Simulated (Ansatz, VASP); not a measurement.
## BaS: VASP beside Ansatz

```
Ba S
1.0
     3.90895    0.00000    0.00000
     0.00000    3.90895    0.00000
     0.00000    0.00000    3.90895
Ba S
1 1
Direct
  0.00000 0.00000 0.00000
  0.50000 0.50000 0.50000
```

Alike in both runs: task single point; functional r2SCAN; k mesh 6 × 6 × 6; no spin polarisation.

|  | VASP | Ansatz |
| --- | --- | --- |
| version | VASP 6.6.1 | Ansatz 0.2.0 |
| potentials or method | VASP PAW PBE potentials, release 64 (Ba_sv, S) | plane waves, PAW |
| plane-wave cutoff (eV) | 520 | 500 |
| occupations | gaussian, width 0.01 eV | fixed |
| valence electrons in the cell | 16 | 16 |

VASP gave:

| Item | Value |
| --- | --- |
| gap on the k mesh at the Fermi level (eV) | 1.89 |
| pressure (GPa) | -1.8 |

Problem. Which values does Ansatz return?

Solution. gap on the k mesh at the Fermi level (eV): 1.99; pressure (GPa): -2.5.

VASP's potentials were made for PBE, not for r2SCAN.

Spin-orbit coupling is off throughout.
